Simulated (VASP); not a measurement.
# N (P2_1/m) in VASP: single point with r2SCAN

Aim: the single point of N with r2SCAN.

Everything below comes from runs of VASP 6.6.1. Logs are shortened: lines on timing, memory, paths and dates and some standing lists are left out, and cuts for length are marked.

## Step 1: The cell of the first run

The structure is monoclinic, space group P2_1/m (No. 11). The conventional cell has a = 2.519 Å, b = 2.446 Å, c = 2.519 Å, α = 90.00°, β = 120.00°, γ = 90.00°. N (site symmetry m) has 8 N at 1.86 to 2.45 Å within 2.5 Å.

## Step 2: Single point, r2SCAN (atom 2 (N) moved by [0.056569, 0.056569, 0.0] A)

File POSCAR:

```
N
1.0
    2.5194737886      0.0000000000      0.0000000000
   -1.2597368943      2.1819283051      0.0000000000
    0.0000000000      0.0000000000      2.4460020000
N
2
Direct
    0.6666666667      0.3333333333      0.2500000000
    0.3687491125      0.6925928164      0.7500000000
```

File INCAR.step1:

```
PREC = Accurate
ENCUT = 520
ISMEAR = -1
SIGMA = 0.05
LREAL = F
LASPH = T
NELM = 100
NBANDS = 12
GGA = PE
ALGO = Normal
EDIFF = 1E-4
LWAVE = T
LCHARG = F
```

File INCAR.step2:

```
PREC = Accurate
ENCUT = 520
EDIFF = 1E-6
ISMEAR = -1
SIGMA = 0.05
LREAL = F
LASPH = T
NELM = 100
ALGO = Normal
ISIF = 2
LWAVE = F
LCHARG = F
METAGGA = R2SCAN
LMIXTAU = T
NBANDS = 12
ISTART = 1
```

File KPOINTS:

```
Automatic mesh
0
Gamma
  16 16 15
```

Potentials or basis: VASP PAW PBE potentials, release 64 (N).

Launch:

```console
cat potpaw_PBE.64/N/POTCAR > POTCAR
cp INCAR.step1 INCAR
mpirun -np 1 vasp_std > vasp.out
cp INCAR.step2 INCAR
mpirun -np 1 vasp_std > vasp.out
```

OUTCAR:

```text
PREC = Accurate
   ENCUT = 520
   EDIFF = 1E-6
   ISMEAR = -1
   LREAL = F
   LASPH = T
   NELM = 100
   ISIF = 2
   METAGGA = R2SCAN
   ISTART = 1

 ion  position               nearest neighbor table
   1  0.667  0.333  0.250-
   2  0.369  0.693  0.750-

  LATTYP: Found a hexagonal cell.
 ALAT       =     2.5194737886
 C/A-ratio  =     0.9708384390

  Lattice vectors:

 A1 = (   2.5194737886,   0.0000000000,   0.0000000000)
 A2 = (  -1.2597368943,   2.1819283051,   0.0000000000)
 A3 = (   0.0000000000,   0.0000000000,   2.4460020000)

Analysis of symmetry for initial positions (statically):
=====================================================================
 Subroutine PRICEL returns:
 Original cell was already a primitive cell.

 Routine SETGRP: Setting up the symmetry group for a
 hexagonal supercell.

 Subroutine GETGRP returns: Found  4 space group operations
 (whereof  1 operations were pure point group operations)
 out of a pool of 24 trial point group operations.

The static configuration has the point symmetry C_1 .
 The point group associated with its full space group is C_2h.

Analysis of symmetry for dynamics (positions and initial velocities):
=====================================================================
 Subroutine PRICEL returns:
 Original cell was already a primitive cell.

 Routine SETGRP: Setting up the symmetry group for a
 hexagonal supercell.

 Subroutine GETGRP returns: Found  4 space group operations
 (whereof  1 operations were pure point group operations)
 out of a pool of 24 trial point group operations.

The dynamic configuration has the point symmetry C_1 .
 The point group associated with its full space group is C_2h.

 Subroutine INISYM returns: Found  4 space group operations
 (whereof  1 operations are pure point group operations),
 and found     1 'primitive' translations

----------------------------------------------------------------------------------------

                                     Primitive cell

  volume of cell :      13.4464

  direct lattice vectors                    reciprocal lattice vectors
     2.519473789  0.000000000  0.000000000     0.396908277  0.229155100  0.000000000
    -1.259736894  2.181928305  0.000000000     0.000000000  0.458310201  0.000000000
     0.000000000  0.000000000  2.446002000     0.000000000  0.000000000  0.408830410

  length of vectors
     2.519473789  2.519473789  2.446002000     0.458310201  0.458310201  0.408830410

  position of ions in fractional coordinates (direct lattice)
     0.666666667  0.333333333  0.250000000
     0.368749112  0.692592816  0.750000000

  ion indices of the primitive-cell ions
   primitive index   ion index
                 1           1
                 2           2

----------------------------------------------------------------------------------------

 KPOINTS: Automatic mesh

Automatic generation of k-mesh.
 Grid dimensions read from file:
 generate k-points for:   16   16   15

 Generating k-lattice:

  Cartesian coordinates                     Fractional coordinates (reciprocal lattice)
     0.024806767  0.014322194  0.000000000     0.062500000 -0.000000000  0.000000000
     0.000000000  0.028644388  0.000000000     0.000000000  0.062500000  0.000000000
     0.000000000  0.000000000  0.027255361     0.000000000  0.000000000  0.066666667

  Length of vectors
     0.028644388  0.028644388  0.027255361

  Shift w.r.t. Gamma in fractional coordinates (k-lattice)
     0.000000000  0.000000000  0.000000000

 Subroutine IBZKPT returns following result:
 ===========================================

 Found   1040 irreducible k-points:

 Following reciprocal coordinates:
            Coordinates               Weight
  0.000000  0.000000  0.000000      1.000000
  0.062500 -0.000000  0.000000      2.000000
  0.000000  0.062500  0.000000      2.000000
 -0.062500  0.062500  0.000000      2.000000
  0.125000 -0.000000  0.000000      2.000000
  0.000000  0.125000  0.000000      2.000000
[... 16 lines left out ...]
  0.500000 -0.000000  0.000000      1.000000
  0.000000  0.500000  0.000000      1.000000
 [... further k-points ...]
   k-points           NKPTS =   1040   k-points in BZ     NKDIM =   1040   number of bands    NBANDS=     12
   number of dos      NEDOS =    301   number of ions     NIONS =      2
   total plane-waves  NPLWV =   7200
   dimension x,y,z NGX =    20 NGY =   20 NGZ =   18
   dimension x,y,z NGXF=    40 NGYF=   40 NGZF=   36
   ions per type =               2
   NGX,Y,Z   is equivalent  to a cutoff of  13.20, 13.20, 12.23 a.u.
   NGXF,Y,Z  is equivalent  to a cutoff of  26.39, 26.39, 24.47 a.u.
 SYSTEM =  unknown system
   PREC   = accura    normal or accurate (medium, high low for compatibility)
   ISTART =      1    job   : 0-new  1-cont  2-samecut
   ICHARG =      0    charge: 1-file 2-atom 10-const
   ISPIN  =      1    spin polarized calculation?
   LNONCOLLINEAR =      F non collinear calculations
   LSORBIT =      F    spin-orbit coupling
   LASPH  =      T    aspherical Exc in radial PAW
   ENCUT  =  520.0 eV  38.22 Ry    6.18 a.u.   4.68  4.68  4.55*2*pi/ulx,y,z
   NELM   =    100;   NELMIN=  2; NELMDL=  0     # of ELM steps
   EDIFF  = 0.1E-05   stopping-criterion for ELM
   LREAL  =      F    real-space projection
   EDIFFG = 0.1E-04   stopping-criterion for IOM
   NSW    =      0    number of steps for IOM
   IBRION =     -1    ionic relax: 0-MD 1-quasi-New 2-CG
   NFREE  =      0    steps in history (QN), initial steepest desc. (CG)
   ISIF   =      2    stress and relaxation
   ISYM   =      2    0-nonsym 1-usesym 2-fastsym
   POTIM  = 0.5000    time-step for ionic-motion
   TEBEG  =    0.0;   TEEND  =   0.0 temperature during run
   PSTRESS=    0.0 pullay stress
   NELECT =      10.0000    total number of electrons
   NUPDOWN=      -1.0000    fix difference up-down
   EMIN   =  10.00;   EMAX   =-10.00  energy-range for DOS
   EFERMI =   0.00;   METHOD = LEGACY
   ISMEAR =    -1;   SIGMA  =   0.05  broadening in eV -4-tet -1-fermi 0-gaus
   EFERMI_NEDOS =   21; number of points for ismear=-14 and -15
   IALGO  =     38    algorithm
   IMIX   =      4    mixing-type and parameters
     AMIX     =   0.40;   BMIX     =  1.00
     AMIX_MAG =   1.60;   BMIX_MAG =  1.00
  volume/ion in A,a.u.               =       6.72        45.37
  Fermi-wavevector in a.u.,A,eV,Ry     =   1.483221  2.802881 29.932052  2.199944
  Thomas-Fermi vector in A             =   2.596909
   LORBIT       =      0    0 simple, 1 ext, 2 COOP (PROOUT), +10 PAW based schemes
   METAGGA = R2SCAN    functional components
   LHFCALC =     F    Hartree Fock is set to
   AEXX    =    0.0000 exact exchange contribution
   IVDW    =     0    specifies the selected vdW correction
   LEPSILON=     F    determine dielectric tensor
   LRPA    =     F    only Hartree local field effects (RPA)
 non-spin polarized calculation
  energy-cutoff  :      520.00
  volume of cell :       13.45
 maximum number of plane-waves:       381
   NGX =  9   NGY =  9   NGZ =  9

 number of electron      10.0000000 magnetization

 Free energy of the ion-electron system (eV)
  ---------------------------------------------------
  ext. energy  EPLUGINS =         0.00000000
  ---------------------------------------------------
  free energy    TOTEN  =       -10.69687705 eV

  energy without entropy =      -10.69111922  energy(sigma->0) =      -10.69399813

 E-fermi :   6.8830     XC(G=0): -13.9948

 val. band max:        6.8767516919   @ k =  -0.2500   0.1250   0.1333
 cond. band min:       6.8884203755   @ k =   0.0625   0.1250  -0.3333
 fundamental gap:      0.0116686836
 Fermi energy:         6.8830380434

 k-point     1 :       0.0000    0.0000    0.0000
  band No.  band energies     occupation
      1     -16.3811      2.00000
      2       0.5645      2.00000
      3       1.8124      2.00000
      4       3.8489      2.00000
      5       4.9466      2.00000
      6       9.1661      0.00000
      7      10.6484      0.00000
      8      13.5847      0.00000
      9      22.5489      0.00000
     10      25.9788      0.00000
     11      32.6117      0.00000
     12      34.7072      0.00000

 k-point     2 :       0.0625   -0.0000    0.0000
  band No.  band energies     occupation
      1     -16.2858      2.00000
      2       0.3136      2.00000
      3       1.8883      2.00000
      4       3.7229      2.00000
      5       4.8541      2.00000
      6       9.1834      0.00000
      7      10.7666      0.00000
      8      13.4675      0.00000
      9      22.7519      0.00000
     10      26.0161      0.00000
     11      32.7909      0.00000
     12      34.7526      0.00000

 k-point     3 :       0.0000    0.0625    0.0000
  band No.  band energies     occupation
      1     -16.2824      2.00000
      2       0.1971      2.00000
      3       1.8969      2.00000
      4       3.9280      2.00000
      5       4.7813      2.00000
      6       9.3152      0.00000
      7      10.6274      0.00000
      8      13.4375      0.00000
      9      22.8141      0.00000
     10      25.8320      0.00000
     11      32.8882      0.00000
     12      34.8009      0.00000

 k-point     4 :      -0.0625    0.0625    0.0000
  band No.  band energies     occupation
      1     -16.2832      2.00000
      2       0.2246      2.00000
      3       1.8949      2.00000
      4       3.8603      2.00000
      5       4.8278      2.00000
      6       9.2457      0.00000
      7      10.6882      0.00000
      8      13.4447      0.00000
      9      22.7994      0.00000
     10      25.8762      0.00000
     11      32.8850      0.00000
     12      34.7693      0.00000

 k-point     5 :       0.1250   -0.0000    0.0000
  band No.  band energies     occupation
      1     -16.0020      2.00000
      2      -0.4249      2.00000
      3       2.1127      2.00000
      4       3.3884      2.00000
      5       4.6489      2.00000
      6       9.2213      0.00000
      7      11.0718      0.00000
      8      13.1263      0.00000
      9      23.2696      0.00000
     10      26.0946      0.00000
     11      33.3358      0.00000
     12      35.0060      0.00000
[... 228 lines left out ...]
      1     -11.9302      2.00000
      2      -8.2573      2.00000
      3       1.8531      2.00000
      4       4.8513      2.00000
      5       5.3541      2.00000
      6       8.5880      0.00000
      7       9.7956      0.00000
      8      12.0989      0.00000
      9      21.5130      0.00000
     10      31.8107      0.00000
     11      35.1235      0.00000
     12      36.3426      0.00000

 k-point    22 :      -0.4375    0.4375    0.0000
  band No.  band energies     occupation
      1     -12.0799      2.00000
      2      -7.9703      2.00000
      3       1.8140      2.00000
      4       4.6094      2.00000
      5       5.1189      2.00000
      6       8.9319      0.00000
      7       9.7579      0.00000
      8      12.1641      0.00000
      9      21.7318      0.00000
     10      31.8154      0.00000
     11      34.7082      0.00000
     12      36.3872      0.00000

 k-point    23 :       0.5000   -0.0000    0.0000
  band No.  band energies     occupation
      1     -12.0813      2.00000
      2      -7.6202      2.00000
      3       1.4491      2.00000
      4       3.9447      2.00000
      5       4.7468      2.00000
      6       9.6252      0.00000
      7       9.7647      0.00000
      8      12.5514      0.00000
      9      21.7685      0.00000
     10      32.5286      0.00000
     11      33.3660      0.00000
     12      36.4316      0.00000

 k-point    24 :       0.0000    0.5000    0.0000
  band No.  band energies     occupation
      1     -11.2930      2.00000
      2      -9.0227      2.00000
      3       1.7746      2.00000
      4       4.8508      2.00000
      5       5.7516      2.00000
      6       8.1373      0.00000
      7       9.8267      0.00000
      8      12.1477      0.00000
      9      21.3368      0.00000
     10      32.6035      0.00000
     11      34.9253      0.00000
     12      36.0303      0.00000

 [... further k-points ...]

------------------------ aborting loop because EDIFF is reached ----------------------------------------

  FORCE on cell =-STRESS in cart. coord.  units (eV):
  Direction    XX          YY          ZZ          XY          YZ          ZX
  --------------------------------------------------------------------------------------
  -------------------------------------------------------------------------------------
  Total        1.5719332      0.2945397     -0.2676389      0.5903738      0.0000000      0.0000000
  in kB      187.2998971     35.0951643    -31.8898714     70.3445679      0.0000000      0.0000000
  external PRESSURE =      63.5017300 kB  Pullay stress =       0.0000000 kB

 VOLUME and BASIS-vectors are now :
 -----------------------------------------------------------------------------
  energy-cutoff  :      520.00
  volume of cell :       13.45
      direct lattice vectors                 reciprocal lattice vectors
     2.519473789  0.000000000  0.000000000     0.396908277  0.229155100  0.000000000
    -1.259736894  2.181928305  0.000000000     0.000000000  0.458310201  0.000000000
     0.000000000  0.000000000  2.446002000     0.000000000  0.000000000  0.408830410

 POSITION                                       TOTAL-FORCE (eV/Angst)
 -----------------------------------------------------------------------------------
      1.25974      0.72731      0.61150        -0.045262     -0.285047      0.000000
      0.05657      1.51119      1.83450         0.045262      0.285047     -0.000000
 -----------------------------------------------------------------------------------
    total drift:                               -0.000002     -0.000004     -0.000000

  FREE ENERGIE OF THE ION-ELECTRON SYSTEM (eV)
  ---------------------------------------------------
  free  energy   TOTEN  =       -10.6968770511 eV

  energy  without entropy=      -10.6911192179  energy(sigma->0) =      -10.69399813
```

It took 7.6 min on 1 thread of Intel Xeon Platinum 8259CL at 2.50GHz (Skylake/Cascade Lake), shared host; peak memory 0.23 GiB.

What came out:

| Quantity | Value |
| --- | --- |
| Free energy | -10.6969 eV |
| Pressure | 6.4 GPa |
| Largest force | 0.289 eV/Å |
| Band gap on the k mesh | zero (band 5 reaches 7.96 eV, above the bottom of band 6 at 3.63 eV) |

Forces on the atoms (eV/Å):
```
N   -0.045 -0.285  0.000
N    0.045  0.285  0.000
```

Levels at points of the mesh, in eV from the Fermi level:
```tsv
k point	band 1	band 2	band 3	band 4	band 5	band 6	band 7	band 8	band 9	band 10
(0.00, 0.00, 0.00)	-23.26	-6.32	-5.07	-3.03	-1.94	2.28	3.77	6.70	15.67	19.10
(0.50, 0.00, 0.00)	-18.96	-14.50	-5.43	-2.94	-2.14	2.74	2.88	5.67	14.89	25.65
(0.00, 0.50, 0.00)	-18.18	-15.91	-5.11	-2.03	-1.13	1.25	2.94	5.26	14.45	25.72
(0.50, 0.50, 0.00)	-18.43	-15.51	-5.15	-2.28	-1.45	1.69	2.92	5.32	14.68	25.70
```

Caveat: the cell differs from its parent crystal (atom 2 (N) moved by [0.056569, 0.056569, 0.0] A); the PAW data sets were made with another functional, which shifts forces and pressure a little.
